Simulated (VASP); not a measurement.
# Sb (R-3m) in VASP: a series of runs

The runs below take Sb through relaxation of cell and atoms, single point, with r2SCAN+D3(BJ).

Program: VASP 6.6.1. These are calculated values, not measurements. Logs are shortened: lines on timing, memory, paths and dates and some standing lists are left out, and cuts for length are marked.

### 1 The cell of the first run

Symmetry: R-3m, No. 166, trigonal system. The conventional cell has a = 4.308 Å, b = 4.308 Å, c = 11.274 Å, α = 90.00°, β = 90.00°, γ = 120.00°. Sb (site symmetry 3m) has 6 Sb at 2.91 to 3.35 Å within 3.8 Å.

### 2 Relaxation of cell and atoms, r2SCAN+D3(BJ), target pressure 6.4 GPa, at which the enthalpy is minimised

POSCAR

```
Sb
1.0
    2.1542000000      1.2437279499      3.7580000000
   -2.1542000000      1.2437279499      3.7580000000
    0.0000000000     -2.4874558998      3.7580000000
Sb
2
Direct
    0.2334900000      0.2334900000      0.2334900000
    0.7665100000      0.7665100000      0.7665100000
```

INCAR.step1

```
SYSTEM = Sb
PREC = Accurate
ENCUT = 600
ISMEAR = 0
SIGMA = 0.1
LREAL = .False.
LASPH = .True.
NELM = 60
GGA = PE
ALGO = Normal
EDIFF = 1E-4
LWAVE = .True.
LCHARG = .False.
```

INCAR.step2

```
SYSTEM = Sb
PREC = Accurate
ENCUT = 600
EDIFF = 1E-7
ISMEAR = 0
SIGMA = 0.1
LREAL = .False.
LASPH = .True.
NELM = 60
ALGO = Normal
ISIF = 3
LWAVE = .False.
LCHARG = .False.
METAGGA = R2SCAN
LMIXTAU = .True.
IVDW = 12
VDW_S6 = 1.0
VDW_S8 = 0.78981345
VDW_A1 = 0.49484001
VDW_A2 = 5.73083694
IBRION = 2
NSW = 80
EDIFFG = -0.05
PSTRESS = 64.0
ISTART = 1
```

KPOINTS

```
regular mesh
0
Gamma
  6 6 6
  0 0 0
```

Potentials or basis: VASP PAW PBE potentials, release 64 (Sb).

Run with:

```sh
$ cat potpaw_PBE.64/Sb/POTCAR > POTCAR
$ cp INCAR.step1 INCAR
$ mpirun -np 1 vasp_std > vasp.out
$ cp INCAR.step2 INCAR
$ mpirun -np 1 vasp_std > vasp.out
```

OUTCAR:

```text
SYSTEM = Sb
   PREC = Accurate
   ENCUT = 600
   EDIFF = 1E-7
   ISMEAR = 0
   LREAL = .False.
   LASPH = .True.
   NELM = 60
   ISIF = 3
   METAGGA = R2SCAN
   IVDW = 12
   IBRION = 2
   NSW = 80
   EDIFFG = -0.05
   PSTRESS = 64.0
   ISTART = 1
 IVDW          = 12

 ion  position               nearest neighbor table
   1  0.233  0.233  0.233-   2 2.91   2 2.91   2 2.91   2 3.35   2 3.35   2 3.35
   2  0.767  0.767  0.767-   1 2.91   1 2.91   1 2.91   1 3.35   1 3.35   1 3.35

  LATTYP: Found a trigonal (rhomboedric) cell.
 ALAT       =     4.5066618304
 COS(alpha) =     0.5430253624

  Lattice vectors:

 A1 = (   2.1542000000,   1.2437279499,   3.7580000000)
 A2 = (  -2.1542000000,   1.2437279499,   3.7580000000)
 A3 = (   0.0000000000,  -2.4874558998,   3.7580000000)

Analysis of symmetry for initial positions (statically):
=====================================================================
 Subroutine PRICEL returns:
 Original cell was already a primitive cell.

 Routine SETGRP: Setting up the symmetry group for a
 trigonal (rhombohedral) supercell.

 Subroutine GETGRP returns: Found 12 space group operations
 (whereof 12 operations were pure point group operations)
 out of a pool of 12 trial point group operations.

The static configuration has the point symmetry D_3d.

Analysis of symmetry for dynamics (positions and initial velocities):
=====================================================================
 Subroutine PRICEL returns:
 Original cell was already a primitive cell.

 Routine SETGRP: Setting up the symmetry group for a
 trigonal (rhombohedral) supercell.

 Subroutine GETGRP returns: Found 12 space group operations
 (whereof 12 operations were pure point group operations)
 out of a pool of 12 trial point group operations.

The dynamic configuration has the point symmetry D_3d.

 Subroutine INISYM returns: Found 12 space group operations
 (whereof 12 operations are pure point group operations),
 and found     1 'primitive' translations

----------------------------------------------------------------------------------------

                                     Primitive cell

  volume of cell :      60.4115

  direct lattice vectors                    reciprocal lattice vectors
     2.154200000  1.243727950  3.758000000     0.232104726  0.134005726  0.088699663
    -2.154200000  1.243727950  3.758000000    -0.232104726  0.134005726  0.088699663
     0.000000000 -2.487455900  3.758000000     0.000000000 -0.268011452  0.088699663

  length of vectors
     4.506661830  4.506661830  4.506661830     0.282307932  0.282307932  0.282307932

  position of ions in fractional coordinates (direct lattice)
     0.233490000  0.233490000  0.233490000
     0.766510000  0.766510000  0.766510000

  ion indices of the primitive-cell ions
   primitive index   ion index
                 1           1
                 2           2

----------------------------------------------------------------------------------------

 KPOINTS: regular mesh

Automatic generation of k-mesh.
 Grid dimensions read from file:
 generate k-points for:    6    6    6

 Generating k-lattice:

  Cartesian coordinates                     Fractional coordinates (reciprocal lattice)
     0.038684121  0.022334288  0.014783277     0.166666667  0.000000000  0.000000000
    -0.038684121  0.022334288  0.014783277     0.000000000  0.166666667  0.000000000
     0.000000000 -0.044668575  0.014783277     0.000000000  0.000000000  0.166666667

  Length of vectors
     0.047051322  0.047051322  0.047051322

  Shift w.r.t. Gamma in fractional coordinates (k-lattice)
     0.000000000  0.000000000  0.000000000

 Subroutine IBZKPT returns following result:
 ===========================================

 Found     32 irreducible k-points:

 Following reciprocal coordinates:
            Coordinates               Weight
  0.000000  0.000000  0.000000      1.000000
  0.166667 -0.000000 -0.000000      6.000000
  0.333333 -0.000000 -0.000000      6.000000
  0.500000 -0.000000  0.000000      3.000000
[... 43 lines left out ...]
  ---------------------------------------------------
  ext. energy  EPLUGINS =         0.00000000
  ---------------------------------------------------
  free energy    TOTEN  =       -51.39533192 eV

  energy without entropy =      -51.39341397  energy(sigma->0) =      -51.39437295

 E-fermi :   7.3504     XC(G=0):  -9.9979

 val. band max:        7.3293409637   @ k =   0.5000   0.5000   0.5000
 cond. band min:       7.3877146296   @ k =   0.3333   0.1667   0.1667
 fundamental gap:      0.0583736659
 Fermi energy:         7.3503969718

 k-point     1 :       0.0000    0.0000    0.0000
  band No.  band energies     occupation
      1      -6.0982      2.00000
      2       2.4524      2.00000
      3       4.9645      2.00000
      4       5.2342      2.00000
      5       5.2342      2.00000
      6       9.4028      0.00000
      7      10.0472      0.00000
      8      10.0472      0.00000
      9      12.6578      0.00000
[... 265 lines left out ...]
 k-point    24 :      -0.3333    0.5000    0.1667
  band No.  band energies     occupation
      1      -3.2823      2.00000
      2      -1.8162      2.00000
      3       1.6381      2.00000
      4       2.5485      2.00000
      5       5.2651      2.00000
      6       9.2864      0.00000
      7      10.7897      0.00000
      8      13.2303      0.00000
      9      13.5346      0.00000

 [... further k-points ...]

------------------------ aborting loop because EDIFF is reached ----------------------------------------

 Edisp (eV)   -0.44120

 E8    (eV) :    -0.1618

  FORCE on cell =-STRESS in cart. coord.  units (eV):
  Direction    XX          YY          ZZ          XY          YZ          ZX
  --------------------------------------------------------------------------------------
  -------------------------------------------------------------------------------------
  Total       0.26540     0.26540     0.20236    -0.00000    -0.00000     0.00000
  in kB       7.03860     7.03860     5.36691    -0.00000    -0.00000     0.00000
  external pressure =      -57.52 kB  Pullay stress =       64.00 kB
[... 275 lines left out ...]
  enthalpy is  TOTEN    =       -49.5376530834 eV   P V=        2.1974032718

--------------------------------------- Ionic step        8  -------------------------------------------

 number of electron      10.0000000 magnetization

 Free energy of the ion-electron system (eV)
  ---------------------------------------------------
  ext. energy  EPLUGINS =         0.00000000
  ---------------------------------------------------
  free energy    TOTEN  =       -51.22871439 eV

  energy without entropy =      -51.22778754  energy(sigma->0) =      -51.22825097

 E-fermi :   8.6460     XC(G=0): -10.4902

 val. band max:        8.5397221692   @ k =   0.5000   0.5000   0.5000
 cond. band min:       8.6704251368   @ k =   0.5000  -0.0000   0.0000
 fundamental gap:      0.1307029676
 Fermi energy:         8.6459669492

 k-point     1 :       0.0000    0.0000    0.0000
  band No.  band energies     occupation
      1      -5.5366      2.00000
      2       4.4421      2.00000
      3       6.0980      2.00000
      4       6.3523      2.00000
      5       6.3523      2.00000
      6      11.3029      0.00000
      7      11.7339      0.00000
      8      11.7339      0.00000
      9      13.6414      0.00000
[... 265 lines left out ...]
 k-point    24 :      -0.3333    0.5000    0.1667
  band No.  band energies     occupation
      1      -2.2140      2.00000
      2      -0.7202      2.00000
      3       2.2210      2.00000
      4       3.2730      2.00000
      5       6.4787      2.00000
      6      10.8272      0.00000
      7      12.0248      0.00000
      8      15.0634      0.00000
      9      15.4356      0.00000

 [... further k-points ...]

------------------------ aborting loop because EDIFF is reached ----------------------------------------

 Edisp (eV)   -0.48903

 E8    (eV) :    -0.1792

  FORCE on cell =-STRESS in cart. coord.  units (eV):
  Direction    XX          YY          ZZ          XY          YZ          ZX
  --------------------------------------------------------------------------------------
  -------------------------------------------------------------------------------------
  Total       2.19744     2.19744     2.09114     0.00000    -0.00000     0.00000
  in kB      64.54677    64.54677    61.42432     0.00000    -0.00000     0.00000
  external pressure =       -0.49 kB  Pullay stress =       64.00 kB
[... 17 lines left out ...]
  FREE ENERGIE OF THE ION-ELECTRON SYSTEM (eV)
  ---------------------------------------------------
  free  energy   TOTEN  =       -51.7177435174 eV

  energy  without entropy=      -51.7168166743  energy(sigma->0) =      -51.71728010

  enthalpy is  TOTEN    =       -49.5389162758 eV   P V=        2.1788272417

 reached required accuracy - stopping structural energy minimisation
```

Run time: 5.9 min. Hardware: 1 thread of AMD EPYC 9R45 (Zen 5), shared host; peak memory 0.21 GiB.

What came out:

- Free energy: -51.7177 eV
- Relaxed volume: 27.27 Å³/atom
- Relaxed cell: a = 4.312 Å, b = 4.312 Å, c = 4.312 Å, α = 58.35°, β = 58.35°, γ = 58.35°
- Space group after relaxing (to 0.1 Å): R-3m (No. 166)
- Energy change on relaxing (the run minimises the enthalpy): +59.4 meV/atom
- Ionic steps: 8
- Pressure after relaxing: 6.4 GPa
- Largest force after relaxing: 0.015 eV/Å
- Band gap on the k mesh: zero (bands 5 and 6 overlap by 0.68 eV)
- Dispersion energy per atom: -0.245 eV

Forces in eV/Å, atoms in the order of the input:
```
Sb   0.000  0.000 -0.015
Sb   0.000  0.000  0.015
```

Step by step:
```tsv
step	energy change (eV)	largest force (eV/Å)	pressure (GPa)	volume (Å³)
1	0.0000	0.0434	0.65	60.41
2	0.3817	1.0757	14.96	51.42
3	0.0916	0.4408	6.29	55.91
4	0.0951	0.4518	6.43	55.82
5	0.1011	0.2736	6.49	55.27
6	0.1311	0.0151	6.87	54.25
7	0.1015	0.0612	5.56	55.01
8	0.1188	0.0154	6.35	54.54
```

Final structure:
```
Sb
1.0
     2.10190    1.21353    3.56399
    -2.10190    1.21353    3.56399
     0.00000   -2.42707    3.56399
Sb
2
Direct
  0.23856 0.23856 0.23856
  0.76144 0.76144 0.76144
```

Caveat: the cell is relaxed towards a set pressure, so the run minimises the enthalpy, not the energy; the PAW data sets were made with another functional, which shifts forces and pressure a little; spin-orbit coupling is left out, which moves the levels of the heavy elements.

### 3 Single point, r2SCAN+D3(BJ)

This run uses another cell than the first one, of 26.96 Å³/atom.

POSCAR

```
Sb
1.0
    2.1061620032      1.2159931995      3.5090474102
   -2.1061620032      1.2159931995      3.5090474102
    0.0000000000     -2.4319863990      3.5090474102
Sb
2
Direct
    0.2405698771      0.2405698771      0.2405698771
    0.7594301229      0.7594301229      0.7594301229
```

INCAR.step1

```
SYSTEM = Sb
PREC = Accurate
ENCUT = 520
ISMEAR = -1
SIGMA = 0.1
LREAL = .False.
LASPH = .True.
NELM = 80
NBANDS = 12
GGA = PE
ALGO = Normal
EDIFF = 1E-4
LWAVE = .True.
LCHARG = .False.
```

INCAR.step2

```
SYSTEM = Sb
PREC = Accurate
ENCUT = 520
EDIFF = 1E-6
ISMEAR = -1
SIGMA = 0.1
LREAL = .False.
LASPH = .True.
NELM = 80
ALGO = Normal
ISIF = 2
LWAVE = .False.
LCHARG = .False.
METAGGA = R2SCAN
LMIXTAU = .True.
IVDW = 12
VDW_S6 = 1.0
VDW_S8 = 0.78981345
VDW_A1 = 0.49484001
VDW_A2 = 5.73083694
NBANDS = 12
ISTART = 1
```

KPOINTS

```
Automatic mesh
0
Gamma
  12 12 12
  0 0 0
```

Potentials or basis: VASP PAW PBE potentials, release 64 (Sb).

Run with:

```sh
$ cat potpaw_PBE.64/Sb/POTCAR > POTCAR
$ cp INCAR.step1 INCAR
$ mpirun -np 1 vasp_std > vasp.out
$ cp INCAR.step2 INCAR
$ mpirun -np 1 vasp_std > vasp.out
```

Run time: 2.5 min. Hardware: 1 thread of AMD EPYC 9R45 (Zen 5), shared host; peak memory 0.23 GiB.

The run converged. Its results:

* Free energy: -51.7065 eV
* Pressure: 6.6 GPa
* Largest force: 0.046 eV/Å
* Band gap on the k mesh: zero (bands 5 and 6 overlap by 0.72 eV)
* Dispersion energy per atom: -0.247 eV

Forces on the atoms (eV/Å):
```
Sb   0.000  0.000  0.046
Sb   0.000  0.000 -0.046
```

Levels at points of the mesh, in eV from the Fermi level:
```
           k point  band 1  band 2  band 3  band 4  band 5  band 6  band 7  band 8  band 9  band 10
(0.00, 0.00, 0.00)  -14.02   -3.87   -2.23   -2.13   -2.13    3.09    3.42    3.42    5.10     5.10
(0.50, 0.00, 0.00)  -11.09  -10.63   -1.68   -1.49   -0.51   -0.12    0.31    0.61    9.17     9.64
(0.50, 0.50, 0.00)  -11.05   -7.98   -6.51   -4.42   -4.38    1.78    6.09    6.30    8.78     9.51
(0.50, 0.50, 0.50)  -11.59  -10.22   -1.30   -1.30   -0.40   -0.40    0.12    1.12    8.75     9.67
```

Caveat: the cell stands under pressure; the PAW data sets were made with another functional, which shifts forces and pressure a little; spin-orbit coupling is left out, which moves the levels of the heavy elements.

### 4 Single point, r2SCAN+D3(BJ)

This run uses another cell than the first one, of 26.96 Å³/atom.

POSCAR is that of step 3.

INCAR.step1

```
ALGO     = Normal         # electronic algorithm
EDIFF    = 1E-4           # SCF threshold, eV
ENCUT    = 520            # plane-wave cutoff, eV
GGA      = PE             # functional
ISMEAR   = -1             # smearing method
LASPH    = T              # aspherical terms in the spheres
LCHARG   = F              # write CHGCAR
LREAL    = F              # projectors in reciprocal space
LWAVE    = T              # write WAVECAR
NBANDS   = 12             # bands
NELM     = 60             # most SCF steps
PREC     = Accurate       # precision mode
SIGMA    = 0.1            # smearing width, eV
```

INCAR.step2

```
ALGO     = Normal         # electronic algorithm
EDIFF    = 1E-6           # SCF threshold, eV
ENCUT    = 520            # plane-wave cutoff, eV
ISIF     = 2              # what is computed and relaxed
ISMEAR   = -1             # smearing method
ISTART   = 1            
IVDW     = 12             # dispersion correction
LASPH    = T              # aspherical terms in the spheres
LCHARG   = F              # write CHGCAR
LMIXTAU  = T            
LREAL    = F              # projectors in reciprocal space
LWAVE    = F              # write WAVECAR
METAGGA  = R2SCAN         # meta-GGA
NBANDS   = 12             # bands
NELM     = 60             # most SCF steps
PREC     = Accurate       # precision mode
SIGMA    = 0.1            # smearing width, eV
VDW_A1   = 0.49484001   
VDW_A2   = 5.73083694   
VDW_S6   = 1.0          
VDW_S8   = 0.78981345
```

KPOINTS

```
k-points
0
Gamma
  12 12 12
```

Run with:

```sh
$ cat potpaw_PBE.64/Sb/POTCAR > POTCAR
$ cp INCAR.step1 INCAR
$ mpirun -np 1 vasp_std > vasp.out
$ cp INCAR.step2 INCAR
$ mpirun -np 1 vasp_std > vasp.out
```

Run time: 2.5 min. Hardware: 1 thread of AMD EPYC 9R45 (Zen 5), shared host; peak memory 0.23 GiB.

It converged, with:

| Property | Result |
| --- | --- |
| Free energy | -51.7065 eV |
| Pressure | 6.6 GPa |
| Largest force | 0.046 eV/Å |
| Band gap on the k mesh | zero (bands 5 and 6 overlap by 0.72 eV) |
| Dispersion energy per atom | -0.247 eV |

Forces on the atoms (eV/Å):
```
Sb   0.000  0.000  0.046
Sb   0.000  0.000 -0.046
```

Levels at points of the mesh, in eV from the Fermi level:
```tsv
k point	band 3	band 4	band 5	band 6	band 7	band 8
(0.00, 0.00, 0.00)	-2.23	-2.13	-2.13	3.09	3.42	3.42
(0.50, 0.00, 0.00)	-1.68	-1.49	-0.51	-0.12	0.31	0.61
(0.50, 0.50, 0.00)	-6.51	-4.42	-4.38	1.78	6.09	6.30
(0.50, 0.50, 0.50)	-1.30	-1.30	-0.40	-0.40	0.12	1.12
```

Caveat: the cell stands under pressure; the PAW data sets were made with another functional, which shifts forces and pressure a little; spin-orbit coupling is left out, which moves the levels of the heavy elements.

### 5 Single point, r2SCAN+D3(BJ)

This run uses another cell than the first one, of 27.21 Å³/atom.

POSCAR

```
Sb
1.0
    2.1045780456      1.2150787012      3.5471588728
   -2.1045780456      1.2150787012      3.5471588728
    0.0000000000     -2.4301574023      3.5471588728
Sb
2
Direct
    0.2378099359      0.2378099359      0.2378099359
    0.7621900641      0.7621900641      0.7621900641
```

INCAR.step1

```
SYSTEM = Sb
PREC = Accurate
ENCUT = 520
ISMEAR = 0
SIGMA = 0.1
LREAL = .False.
LASPH = .True.
NELM = 100
NBANDS = 12
GGA = PE
ALGO = Normal
EDIFF = 1E-4
LWAVE = .True.
LCHARG = .False.
```

INCAR.step2

```
SYSTEM = Sb
PREC = Accurate
ENCUT = 520
EDIFF = 1E-6
ISMEAR = 0
SIGMA = 0.1
LREAL = .False.
LASPH = .True.
NELM = 100
ALGO = Normal
ISIF = 2
LWAVE = .False.
LCHARG = .False.
METAGGA = R2SCAN
LMIXTAU = .True.
IVDW = 12
VDW_S6 = 1.0
VDW_S8 = 0.78981345
VDW_A1 = 0.49484001
VDW_A2 = 5.73083694
NBANDS = 12
ISTART = 1
```

KPOINTS

```
Automatic mesh
0
Gamma
  6 6 6
  0 0 0
```

Run with:

```sh
$ cat potpaw_PBE.64/Sb/POTCAR > POTCAR
$ cp INCAR.step1 INCAR
$ mpirun -np 1 vasp_std > vasp.out
$ cp INCAR.step2 INCAR
$ mpirun -np 1 vasp_std > vasp.out
```

It took 32 s on 1 thread of Intel Xeon 6975P-C (Granite Rapids), shared host; peak memory 0.19 GiB.

Results (log left out):

* Free energy: -51.7121 eV
* Pressure: 6.7 GPa
* Largest force: 0.086 eV/Å
* Band gap on the k mesh: zero (bands 5 and 6 overlap by 0.71 eV)
* Dispersion energy per atom: -0.245 eV

Forces on the atoms (eV/Å):
```
Sb   0.000  0.000  0.086
Sb   0.000  0.000 -0.086
```

Stress tensor (GPa, compression positive):
```
6.72 0.00 0.00
0.00 6.72 0.00
0.00 0.00 6.80
```

Levels at points of the mesh, in eV from the Fermi level:
| k point | band 2 | band 3 | band 4 | band 5 | band 6 | band 7 | band 8 | band 9 |
| --- | --- | --- | --- | --- | --- | --- | --- | --- |
| (0.00, 0.00, 0.00) | -4.18 | -2.48 | -2.34 | -2.34 | 2.59 | 3.08 | 3.08 | 4.99 |
| (0.50, 0.00, 0.00) | -10.77 | -2.12 | -1.91 | -0.64 | -0.10 | 0.02 | 0.37 | 8.71 |
| (0.50, 0.50, 0.00) | -8.34 | -6.57 | -4.60 | -4.56 | 1.48 | 5.79 | 6.13 | 8.43 |
| (0.50, 0.50, 0.50) | -10.24 | -1.61 | -1.61 | -0.46 | -0.46 | -0.20 | 1.06 | 8.22 |

Caveat: the cell stands under pressure; the PAW data sets were made with another functional, which shifts forces and pressure a little; spin-orbit coupling is left out, which moves the levels of the heavy elements.

### 6 Overview

```csv
task,cell,k mesh,cutoff (eV),smearing,gap on the mesh (eV),pressure (GPa),largest force (eV/Å)
relaxation of cell and atoms,"relaxed to 6.4 GPa from a = 4.507 Å, angles 57.1°, 2 atoms, atomic positions A",6 × 6 × 6,600,gaussian 0.1 eV,none,6.4,0.02
single point,"a = 4.269 Å, angles 59.1°, 2 atoms, atomic positions B",12 × 12 × 12,520,fermi-dirac 0.1 eV,none,6.6,0.05
single point,"a = 4.300 Å, angles 58.6°, 2 atoms, atomic positions C",6 × 6 × 6,520,gaussian 0.1 eV,none,6.7,0.09
```

Alike in all rows: level r2SCAN+D3(BJ); potentials or basis VASP PAW PBE potentials, release 64 (Sb); no spin polarisation.

Caveats: the PAW data sets were made with another functional, which shifts forces and pressure a little; spin-orbit coupling is left out, which moves the levels of the heavy elements; the cell stands under pressure (at least some runs); the cell is relaxed towards a set pressure, so the run minimises the enthalpy, not the energy (at least some runs).

Absolute energies hang on the potentials; compare differences alone.
